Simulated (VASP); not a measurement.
# Pd (P6_3/mmc) in VASP: further runs, part 2 of 2

VASP 6.6.1. Earlier steps stand in the parts before.

### 3 Relaxation of shape and atoms at fixed volume, PBE

This run uses another cell than the first one, of 11.73 Å³/atom, 1.267 times its volume.

File INCAR:

```
SYSTEM = Pd
ALGO = Normal ; EDIFF = 1E-7
EDIFFG = -0.005 ; ENCUT = 500
GGA = PE ; GGA_COMPAT = .FALSE.
IBRION = 2 ; ISIF = 4
ISMEAR = -1 ; LASPH = .TRUE.
LCHARG = .FALSE. ; LREAL = .FALSE.
LWAVE = .FALSE. ; NELM = 120
NELMIN = 4 ; NSW = 50
PREC = Accurate ; SIGMA = 0.1
```

File KPOINTS:

```
k-points
0
G
  17 17 9
  0 0 0
```

File POSCAR:

```
Pd
1.0
    2.5355602526      0.0000000000      0.0000000000
   -1.2677801263      2.1958595916      0.0000000000
    0.0000000000      0.0000000000      4.2121808559
Pd
2
Direct
    0.3333333333      0.6666666667      0.2500000000
    0.6666666667      0.3333333333      0.7500000000
```

Potentials or basis: VASP PAW PBE potentials, release 64 (Pd).

The run is started by

```console
cat potpaw_PBE.64/Pd/POTCAR > POTCAR
mpirun -np 1 vasp_std > vasp.out
```

OUTCAR:

```text
SYSTEM = Pd
   EDIFF = 1E-7
   EDIFFG = -0.005
   ENCUT = 500
   GGA = PE
   IBRION = 2
   ISIF = 4
   ISMEAR = -1
   LASPH = .TRUE.
   LREAL = .FALSE.
   NELM = 120
   NELMIN = 4
   NSW = 50
   PREC = Accurate

 ion  position               nearest neighbor table
   1  0.333  0.667  0.250-   2 2.56   2 2.56   2 2.56   2 2.56   2 2.56   2 2.56
   2  0.667  0.333  0.750-   1 2.56   1 2.56   1 2.56   1 2.56   1 2.56   1 2.56

  LATTYP: Found a hexagonal cell.
 ALAT       =     2.5355602526
 C/A-ratio  =     1.6612426589

  Lattice vectors:

 A1 = (   2.5355602526,   0.0000000000,   0.0000000000)
 A2 = (  -1.2677801263,   2.1958595916,   0.0000000000)
 A3 = (   0.0000000000,   0.0000000000,   4.2121808559)

Analysis of symmetry for initial positions (statically):
=====================================================================
 Subroutine PRICEL returns:
 Original cell was already a primitive cell.

 Routine SETGRP: Setting up the symmetry group for a
 hexagonal supercell.

 Subroutine GETGRP returns: Found 24 space group operations
 (whereof 12 operations were pure point group operations)
 out of a pool of 24 trial point group operations.

The static configuration has the point symmetry D_3d.
 The point group associated with its full space group is D_6h.

Analysis of symmetry for dynamics (positions and initial velocities):
=====================================================================
 Subroutine PRICEL returns:
 Original cell was already a primitive cell.

 Routine SETGRP: Setting up the symmetry group for a
 hexagonal supercell.

 Subroutine GETGRP returns: Found 24 space group operations
 (whereof 12 operations were pure point group operations)
 out of a pool of 24 trial point group operations.

The dynamic configuration has the point symmetry D_3d.
 The point group associated with its full space group is D_6h.

 Subroutine INISYM returns: Found 24 space group operations
 (whereof 12 operations are pure point group operations),
 and found     1 'primitive' translations

----------------------------------------------------------------------------------------

                                     Primitive cell

  volume of cell :      23.4523

  direct lattice vectors                    reciprocal lattice vectors
     2.535560253  0.000000000  0.000000000     0.394390155  0.227701262  0.000000000
    -1.267780126  2.195859592  0.000000000     0.000000000  0.455402524  0.000000000
     0.000000000  0.000000000  4.212180856     0.000000000  0.000000000  0.237406710

  length of vectors
     2.535560253  2.535560253  4.212180856     0.455402524  0.455402524  0.237406710

  position of ions in fractional coordinates (direct lattice)
     0.333333333  0.666666667  0.250000000
     0.666666667  0.333333333  0.750000000

  ion indices of the primitive-cell ions
   primitive index   ion index
                 1           1
                 2           2
[... 105 lines left out ...]
  energy-cutoff  :      500.00
  volume of cell :       23.45
 maximum number of plane-waves:       610
   NGX =  9   NGY =  9   NGZ = 15

--------------------------------------- Ionic step        1  -------------------------------------------

 number of electron      20.0000008 magnetization

 Free energy of the ion-electron system (eV)
  ---------------------------------------------------
  ext. energy  EPLUGINS =         0.00000000
  ---------------------------------------------------
  free energy    TOTEN  =        -8.82500270 eV

  energy without entropy =       -8.71709925  energy(sigma->0) =       -8.77105098

------------------------ aborting loop because EDIFF is reached ----------------------------------------

  FORCE on cell =-STRESS in cart. coord.  units (eV):
  Direction    XX          YY          ZZ          XY          YZ          ZX
  --------------------------------------------------------------------------------------
  -------------------------------------------------------------------------------------
  Total       13.7934172     13.7934172     13.7694014     -0.0000000      0.0000000      0.0000000
  in kB      942.3168161    942.3168162    940.6761485     -0.0000000      0.0000000      0.0000000
  external PRESSURE =     941.7699269 kB  Pullay stress =       0.0000000 kB

 VOLUME and BASIS-vectors are now :
 -----------------------------------------------------------------------------
  energy-cutoff  :      500.00
  volume of cell :       23.45
      direct lattice vectors                 reciprocal lattice vectors
     2.535560253  0.000000000  0.000000000     0.394390155  0.227701262  0.000000000
    -1.267780126  2.195859592  0.000000000     0.000000000  0.455402524  0.000000000
     0.000000000  0.000000000  4.212180856     0.000000000  0.000000000  0.237406710

 POSITION                                       TOTAL-FORCE (eV/Angst)
 -----------------------------------------------------------------------------------
     -0.00000      1.46391      1.05305         0.000000      0.000000      0.000000
      1.26778      0.73195      3.15914        -0.000000     -0.000000      0.000000
 -----------------------------------------------------------------------------------
    total drift:                               -0.000000      0.000000     -0.000000

  FREE ENERGIE OF THE ION-ELECTRON SYSTEM (eV)
  ---------------------------------------------------
  free  energy   TOTEN  =        -8.8250026981 eV

  energy  without entropy=       -8.7170992540  energy(sigma->0) =       -8.77105098

--------------------------------------- Ionic step        2  -------------------------------------------

 number of electron      20.0000008 magnetization

 Free energy of the ion-electron system (eV)
  ---------------------------------------------------
  ext. energy  EPLUGINS =         0.00000000
  ---------------------------------------------------
  free energy    TOTEN  =        -8.82500477 eV

  energy without entropy =       -8.71694919  energy(sigma->0) =       -8.77097698

 E-fermi :  14.2467     XC(G=0): -14.6662

 val. band max:       14.2451575968   @ k =   0.2941   0.0588   0.1111
 cond. band min:      14.2522544673   @ k =   0.3529   0.2353   0.3333
 fundamental gap:      0.0070968704
 Fermi energy:        14.2467449004

 k-point     1 :       0.0000    0.0000    0.0000
  band No.  band energies     occupation
      1       5.1442      2.00000
      2       6.8336      2.00000
      3       9.9763      2.00000
      4      10.2433      2.00000
      5      10.2433      2.00000
      6      10.7802      2.00000
      7      10.7802      2.00000
      8      11.7537      2.00000
      9      11.7537      2.00000
     10      13.8647      1.95711
     11      13.8647      1.95711
     12      14.5524      0.08991
     13      23.3509      0.00000
     14      31.3168      0.00000
[... 377 lines left out ...]
      1       7.9247      2.00000
      2       8.3189      2.00000
      3       8.6379      2.00000
      4       8.6492      2.00000
      5      10.1152      2.00000
      6      10.3761      2.00000
      7      11.3813      2.00000
      8      11.6101      2.00000
      9      13.0491      1.99999
     10      13.9928      1.85368
     11      14.0361      1.78309
     12      22.3796      0.00000
     13      23.4865      0.00000
     14      28.7586      0.00000

 [... further k-points ...]
[... 5 lines left out ...]
  --------------------------------------------------------------------------------------
  -------------------------------------------------------------------------------------
  Total       13.7809982     13.7809982     13.7941637     -0.0000000      0.0000000      0.0000000
  in kB      941.4683966    941.4683966    942.3678185     -0.0000000      0.0000000      0.0000000
  external PRESSURE =     941.7682039 kB  Pullay stress =       0.0000000 kB

 VOLUME and BASIS-vectors are now :
 -----------------------------------------------------------------------------
  energy-cutoff  :      500.00
  volume of cell :       23.45
      direct lattice vectors                 reciprocal lattice vectors
     2.536049956  0.000000000  0.000000000     0.394313999  0.227657293 -0.000000000
    -1.268024978  2.196283687  0.000000000    -0.000000000  0.455314587 -0.000000000
     0.000000000  0.000000000  4.210554294     0.000000000 -0.000000000  0.237498422

 POSITION                                       TOTAL-FORCE (eV/Angst)
 -----------------------------------------------------------------------------------
     -0.00000      1.46419      1.05264        -0.000000      0.000000      0.000000
      1.26802      0.73209      3.15792         0.000000     -0.000000      0.000000
 -----------------------------------------------------------------------------------
    total drift:                               -0.000000      0.000000     -0.000000

  FREE ENERGIE OF THE ION-ELECTRON SYSTEM (eV)
  ---------------------------------------------------
  free  energy   TOTEN  =        -8.8250047746 eV

  energy  without entropy=       -8.7169491939  energy(sigma->0) =       -8.77097698

 reached required accuracy - stopping structural energy minimisation
```

OSZICAR:

```text
N       E                     dE             d eps       ncg     rms          rms(c)
DAV:   1     0.115744991846E+03    0.11574E+03   -0.10901E+04  4620   0.142E+03
[... 13 lines left out ...]
       N       E                     dE             d eps       ncg     rms          rms(c)
DAV:   1    -0.882503042725E+01   -0.27758E-04   -0.15483E-03  4926   0.344E-01    0.296E-02
DAV:   2    -0.882501102818E+01    0.19399E-04   -0.14566E-05  5256   0.452E-02    0.125E-02
DAV:   3    -0.882500521280E+01    0.58154E-05   -0.85519E-06  5094   0.260E-02    0.443E-03
DAV:   4    -0.882500491510E+01    0.29770E-06   -0.37784E-07  4974   0.792E-03    0.871E-04
DAV:   5    -0.882500476993E+01    0.14517E-06   -0.34230E-08  2472   0.151E-03    0.363E-04
DAV:   6    -0.882500477462E+01   -0.46864E-08   -0.39640E-09  2412   0.538E-04
   2 F= -.88250048E+01 E0= -.87709770E+01  d E =-.207649E-05
```

Run time: 2 min. Hardware: 1 thread of AMD EPYC 7R13, shared host; peak memory 0.13 GiB.

What came out:

| Property | Result |
| --- | --- |
| Free energy | -8.8250 eV |
| Energy gained by relaxing | 0.0 meV/atom |
| Ionic steps | 2 |
| Pressure after relaxing | 94.2 GPa |
| Band gap on the k mesh | zero (band 10 reaches 14.55 eV, above the bottom of band 11 at 13.34 eV) |

Stress tensor (GPa, compression positive):
```
94.15  0.00  0.00
 0.00 94.15  0.00
 0.00  0.00 94.24
```

Final structure:
```
Pd
1.0
     2.53605    0.00000    0.00000
    -1.26802    2.19628    0.00000
     0.00000    0.00000    4.21055
Pd
2
Direct
  0.33333 0.66667 0.25000
  0.66667 0.33333 0.75000
```
